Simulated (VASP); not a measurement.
A run of VASP 6.6.1:

File INCAR:

```
SYSTEM = TiAl
ALGO = Fast
EDIFF = 1E-6
ENCUT = 520
GGA = PS
ISIF = 2
ISMEAR = 0
LASPH = .True.
LCHARG = .True.
LELF = .True.
LREAL = .False.
LVHAR = .True.
LWAVE = .False.
NBANDS = 14
NELM = 60
PREC = Accurate
SIGMA = 0.15
```

Contents of KPOINTS:

```
k-points
0
Gamma
  24 24 14
  0 0 0
```

File POSCAR:

```
TiAl
1.0
    2.8478212847      0.0000000000      0.0000000000
   -1.4239106423      2.4662855780      0.0000000000
    0.0000000000      0.0000000000      4.6199447394
Ti Al
1 1
Direct
   -0.0756613679     -0.0810936097      0.0000000000
    0.3333333333      0.6666666667      0.5000000000
```

Potentials or basis: VASP PAW PBE potentials, release 64 (Ti_sv, Al).

Command:

```console
$ cat potpaw_PBE.64/Ti_sv/POTCAR potpaw_PBE.64/Al/POTCAR > POTCAR
$ mpirun -np 1 vasp_std > vasp.out
```

Hardware: 1 thread of AMD EPYC 9R45 96-Core Processor (Zen 5) (shared host).

Question: How long does it take, and how much memory?

Answer: Wall time 21 min on 1 thread of AMD EPYC 9R45 96-Core Processor (Zen 5) (shared host), peak memory 1.1 GiB. Counts: scf iterations 28, k points 2320.
